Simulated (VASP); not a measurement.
# MgS (Fm-3m) in VASP: notebook

The runs below take MgS through single point, relaxation of cell and atoms, with PBEsol, HSE06.

Everything below comes from runs of VASP 6.6.1. Logs are shortened: lines on timing, memory, paths and dates and some standing lists are left out, and cuts for length are marked.

## Step 1: The cell of the first run

It takes space group Fm-3m (No. 225, cubic). Conventional cell: a = 5.182 Å, b = 5.182 Å, c = 5.182 Å, α = 90.00°, β = 90.00°, γ = 90.00°. S (site symmetry m-3m) has 6 Mg at 2.59 Å within 3.4 Å. Mg (site symmetry m-3m) has 6 S at 2.59 Å within 3.4 Å.

## Step 2: Single point, PBEsol

The input, INCAR:

```
  ALGO = Normal
  EDIFF = 1E-6
  ENCUT = 520
  GGA = PS
  ISIF = 2
  ISMEAR = -1
  LASPH = T
  LCHARG = F
  LREAL = F
  LWAVE = F
  NBANDS = 11
  NELM = 100
  PREC = Accurate
  SIGMA = 0.05
```

The input, KPOINTS:

```
k-points
0
Gamma
  9 9 9
```

The input, POSCAR:

```
MgS
1.0
    0.0000000000      2.5909692021      2.5909692021
    2.5909692021      0.0000000000      2.5909692021
    2.5909692021      2.5909692021      0.0000000000
S Mg
1 1
Direct
    0.5000000000      0.5000000000      0.5000000000
    0.0000000000      0.0000000000      0.0000000000
```

Potentials or basis: VASP PAW PBE potentials, release 64 (S, Mg).

Command:

```console
cat potpaw_PBE.64/S/POTCAR potpaw_PBE.64/Mg/POTCAR > POTCAR
mpirun -np 1 vasp_std > vasp.out
```

OUTCAR:

```text
EDIFF = 1E-6
   ENCUT = 520
   GGA = PS
   ISIF = 2
   ISMEAR = -1
   LASPH = T
   LREAL = F
   NELM = 100
   PREC = Accurate

 ion  position               nearest neighbor table
   1  0.500  0.500  0.500-   2 2.59   2 2.59   2 2.59   2 2.59   2 2.59   2 2.59
   2  0.000  0.000  0.000-   1 2.59   1 2.59   1 2.59   1 2.59   1 2.59   1 2.59

  LATTYP: Found a face centered cubic cell.
 ALAT       =     5.1819384042

  Lattice vectors:

 A1 = (   0.0000000000,   2.5909692021,   2.5909692021)
 A2 = (   2.5909692021,   0.0000000000,   2.5909692021)
 A3 = (   2.5909692021,   2.5909692021,   0.0000000000)

Analysis of symmetry for initial positions (statically):
=====================================================================
 Subroutine PRICEL returns:
 Original cell was already a primitive cell.

 Routine SETGRP: Setting up the symmetry group for a
 face centered cubic supercell.

 Subroutine GETGRP returns: Found 48 space group operations
 (whereof 48 operations were pure point group operations)
 out of a pool of 48 trial point group operations.

The static configuration has the point symmetry O_h .

Analysis of symmetry for dynamics (positions and initial velocities):
=====================================================================
 Subroutine PRICEL returns:
 Original cell was already a primitive cell.

 Routine SETGRP: Setting up the symmetry group for a
 face centered cubic supercell.

 Subroutine GETGRP returns: Found 48 space group operations
 (whereof 48 operations were pure point group operations)
 out of a pool of 48 trial point group operations.

The dynamic configuration has the point symmetry O_h .

 Subroutine INISYM returns: Found 48 space group operations
 (whereof 48 operations are pure point group operations),
 and found     1 'primitive' translations

----------------------------------------------------------------------------------------

                                     Primitive cell

  volume of cell :      34.7870

  direct lattice vectors                    reciprocal lattice vectors
     0.000000000  2.590969202  2.590969202    -0.192977979  0.192977979  0.192977979
     2.590969202  0.000000000  2.590969202     0.192977979 -0.192977979  0.192977979
     2.590969202  2.590969202  0.000000000     0.192977979  0.192977979 -0.192977979

  length of vectors
     3.664183785  3.664183785  3.664183785     0.334247664  0.334247664  0.334247664

  position of ions in fractional coordinates (direct lattice)
     0.500000000  0.500000000  0.500000000
     0.000000000  0.000000000  0.000000000

  ion indices of the primitive-cell ions
   primitive index   ion index
                 1           1
                 2           2

----------------------------------------------------------------------------------------

 KPOINTS: k-points

Automatic generation of k-mesh.
 Grid dimensions read from file:
 generate k-points for:    9    9    9

 Generating k-lattice:

  Cartesian coordinates                     Fractional coordinates (reciprocal lattice)
    -0.021441998  0.021441998  0.021441998     0.111111111  0.000000000  0.000000000
     0.021441998 -0.021441998  0.021441998     0.000000000  0.111111111  0.000000000
     0.021441998  0.021441998 -0.021441998     0.000000000  0.000000000  0.111111111

  Length of vectors
     0.037138629  0.037138629  0.037138629

  Shift w.r.t. Gamma in fractional coordinates (k-lattice)
     0.000000000  0.000000000  0.000000000

 Subroutine IBZKPT returns following result:
 ===========================================

 Found     35 irreducible k-points:

 Following reciprocal coordinates:
            Coordinates               Weight
  0.000000  0.000000  0.000000      1.000000
  0.111111  0.000000  0.000000      8.000000
  0.222222  0.000000  0.000000      8.000000
  0.333333  0.000000  0.000000      8.000000
  0.444444  0.000000  0.000000      8.000000
  0.111111  0.111111  0.000000      6.000000
[... 16 lines left out ...]
 -0.333333  0.333333  0.000000     12.000000
  0.444444  0.444444  0.000000      6.000000
 [... further k-points ...]
   k-points           NKPTS =     35   k-points in BZ     NKDIM =     35   number of bands    NBANDS=     11
   number of dos      NEDOS =    301   number of ions     NIONS =      2
   total plane-waves  NPLWV =  21952
   dimension x,y,z NGX =    28 NGY =   28 NGZ =   28
   dimension x,y,z NGXF=    56 NGYF=   56 NGZF=   56
   ions per type =               1   1
   NGX,Y,Z   is equivalent  to a cutoff of  12.70, 12.70, 12.70 a.u.
   NGXF,Y,Z  is equivalent  to a cutoff of  25.41, 25.41, 25.41 a.u.
 SYSTEM =  unknown system
   PREC   = accura    normal or accurate (medium, high low for compatibility)
   ISTART =      0    job   : 0-new  1-cont  2-samecut
   ICHARG =      2    charge: 1-file 2-atom 10-const
   ISPIN  =      1    spin polarized calculation?
   LNONCOLLINEAR =      F non collinear calculations
   LSORBIT =      F    spin-orbit coupling
   LASPH  =      T    aspherical Exc in radial PAW
   ENCUT  =  520.0 eV  38.22 Ry    6.18 a.u.   6.81  6.81  6.81*2*pi/ulx,y,z
   NELM   =    100;   NELMIN=  2; NELMDL= -5     # of ELM steps
   EDIFF  = 0.1E-05   stopping-criterion for ELM
   LREAL  =      F    real-space projection
   EDIFFG = 0.1E-04   stopping-criterion for IOM
   NSW    =      0    number of steps for IOM
   IBRION =     -1    ionic relax: 0-MD 1-quasi-New 2-CG
   NFREE  =      0    steps in history (QN), initial steepest desc. (CG)
   ISIF   =      2    stress and relaxation
   ISYM   =      2    0-nonsym 1-usesym 2-fastsym
   POTIM  = 0.5000    time-step for ionic-motion
   TEBEG  =    0.0;   TEEND  =   0.0 temperature during run
   PSTRESS=    0.0 pullay stress
   NELECT =       8.0000    total number of electrons
   NUPDOWN=      -1.0000    fix difference up-down
   EMIN   =  10.00;   EMAX   =-10.00  energy-range for DOS
   EFERMI =   0.00;   METHOD = LEGACY
   ISMEAR =    -1;   SIGMA  =   0.05  broadening in eV -4-tet -1-fermi 0-gaus
   EFERMI_NEDOS =   21; number of points for ismear=-14 and -15
   IALGO  =     38    algorithm
   IMIX   =      4    mixing-type and parameters
     AMIX     =   0.40;   BMIX     =  1.00
     AMIX_MAG =   1.60;   BMIX_MAG =  1.00
  volume/ion in A,a.u.               =      17.39       117.38
  Fermi-wavevector in a.u.,A,eV,Ry     =   1.002996  1.895388 13.687477  1.006001
  Thomas-Fermi vector in A             =   2.135519
   LORBIT       =      0    0 simple, 1 ext, 2 COOP (PROOUT), +10 PAW based schemes
   GGA     = PS    functional components
   LHFCALC =     F    Hartree Fock is set to
   AEXX    =    0.0000 exact exchange contribution
   IVDW    =     0    specifies the selected vdW correction
   LEPSILON=     F    determine dielectric tensor
   LRPA    =     F    only Hartree local field effects (RPA)
 non-spin polarized calculation
  energy-cutoff  :      520.00
  volume of cell :       34.79
 maximum number of plane-waves:       954
   NGX = 13   NGY = 13   NGZ = 13

 number of electron       7.9999999 magnetization

 Free energy of the ion-electron system (eV)
  ---------------------------------------------------
  ext. energy  EPLUGINS =         0.00000000
  ---------------------------------------------------
  free energy    TOTEN  =        -9.07521919 eV

  energy without entropy =       -9.07521919  energy(sigma->0) =       -9.07521919

 E-fermi :   4.7856     XC(G=0):  -9.8878

 val. band max:        3.7863307820   @ k =   0.0000   0.0000   0.0000
 cond. band min:       6.6464052232   @ k =   0.4444   0.4444   0.0000
 fundamental gap:      2.8600744412
 Fermi energy:         4.7855998771

 k-point     1 :       0.0000    0.0000    0.0000
  band No.  band energies     occupation
      1      -8.9683      2.00000
      2       3.7863      2.00000
      3       3.7863      2.00000
      4       3.7863      2.00000
      5       7.4764      0.00000
      6      11.6325      0.00000
      7      11.6325      0.00000
      8      11.6325      0.00000
      9      14.1113      0.00000
     10      14.1113      0.00000
     11      16.1113      0.00000

 k-point     2 :       0.1111    0.0000    0.0000
  band No.  band energies     occupation
      1      -8.8447      2.00000
      2       2.8961      2.00000
      3       3.7013      2.00000
      4       3.7013      2.00000
      5       8.1636      0.00000
      6      11.3396      0.00000
      7      11.8552      0.00000
      8      11.8552      0.00000
      9      13.5403      0.00000
     10      13.5403      0.00000
     11      16.5081      0.00000

 k-point     3 :       0.2222    0.0000    0.0000
  band No.  band energies     occupation
      1      -8.5009      2.00000
      2       1.3009      2.00000
      3       3.5045      2.00000
      4       3.5045      2.00000
      5       8.6873      0.00000
      6      11.7025      0.00000
      7      11.7025      0.00000
      8      11.7494      0.00000
      9      13.7205      0.00000
     10      13.7205      0.00000
     11      15.8080      0.00000

 k-point     4 :       0.3333    0.0000    0.0000
  band No.  band energies     occupation
      1      -8.0360      2.00000
      2      -0.1542      2.00000
      3       3.3062      2.00000
      4       3.3062      2.00000
      5       8.4548      0.00000
      6      11.0601      0.00000
      7      11.0601      0.00000
      8      13.1776      0.00000
      9      15.2616      0.00000
     10      15.2616      0.00000
     11      15.2625      0.00000
[... 239 lines left out ...]
 k-point    22 :      -0.4444    0.3333    0.0000
  band No.  band energies     occupation
      1      -7.2636      2.00000
      2      -0.2100      2.00000
      3       0.9136      2.00000
      4       2.3468      2.00000
      5       7.5707      0.00000
      6      10.0212      0.00000
      7      13.5991      0.00000
      8      13.6657      0.00000
      9      16.2013      0.00000
     10      17.9465      0.00000
     11      20.3630      0.00000

 k-point    23 :      -0.3333    0.3333    0.0000
  band No.  band energies     occupation
      1      -7.2944      2.00000
      2       0.0538      2.00000
      3       0.3533      2.00000
      4       2.6082      2.00000
      5       8.1378      0.00000
      6      11.4761      0.00000
      7      12.6799      0.00000
      8      12.9807      0.00000
      9      15.4762      0.00000
     10      16.1943      0.00000
     11      20.4939      0.00000

 k-point    24 :       0.4444    0.4444    0.0000
  band No.  band energies     occupation
      1      -7.2918      2.00000
      2      -0.4398      2.00000
      3       2.0894      2.00000
      4       2.0894      2.00000
      5       6.6464      0.00000
      6       8.0548      0.00000
      7      15.4235      0.00000
      8      16.5218      0.00000
      9      16.8003      0.00000
     10      16.8003      0.00000
     11      20.1163      0.00000

 [... further k-points ...]

------------------------ aborting loop because EDIFF is reached ----------------------------------------

  FORCE on cell =-STRESS in cart. coord.  units (eV):
  Direction    XX          YY          ZZ          XY          YZ          ZX
  --------------------------------------------------------------------------------------
  -------------------------------------------------------------------------------------
  Total       -0.0459487     -0.0459487     -0.0459487      0.0000000     -0.0000000      0.0000000
  in kB       -2.1162513     -2.1162513     -2.1162513      0.0000000     -0.0000000      0.0000000
  external PRESSURE =      -2.1162513 kB  Pullay stress =       0.0000000 kB

 VOLUME and BASIS-vectors are now :
 -----------------------------------------------------------------------------
  energy-cutoff  :      520.00
  volume of cell :       34.79
      direct lattice vectors                 reciprocal lattice vectors
     0.000000000  2.590969202  2.590969202    -0.192977979  0.192977979  0.192977979
     2.590969202  0.000000000  2.590969202     0.192977979 -0.192977979  0.192977979
     2.590969202  2.590969202  0.000000000     0.192977979  0.192977979 -0.192977979

 POSITION                                       TOTAL-FORCE (eV/Angst)
 -----------------------------------------------------------------------------------
      2.59097      2.59097      2.59097         0.000000     -0.000000      0.000000
      0.00000      0.00000      0.00000        -0.000000      0.000000     -0.000000
 -----------------------------------------------------------------------------------
    total drift:                                0.000000      0.000000      0.000000

  FREE ENERGIE OF THE ION-ELECTRON SYSTEM (eV)
  ---------------------------------------------------
  free  energy   TOTEN  =        -9.0752191931 eV

  energy  without entropy=       -9.0752191931  energy(sigma->0) =       -9.07521919
```

Wall time 15 s (1 thread of Intel Xeon Platinum 8259CL at 2.50GHz (Skylake/Cascade Lake), shared host); peak memory 0.16 GiB.

Results:

```yaml
Free_energy: -9.0752 eV
Pressure: -0.2 GPa
Band_gap_on_the_k_mesh: 2.86 eV (least direct gap 3.69 eV)
```

Caveat: the PAW data sets were made with another functional, which shifts forces and pressure a little; an odd mesh through Γ misses points on the zone boundary, where band edges can lie.

(Part 1 of 3 ends here.)
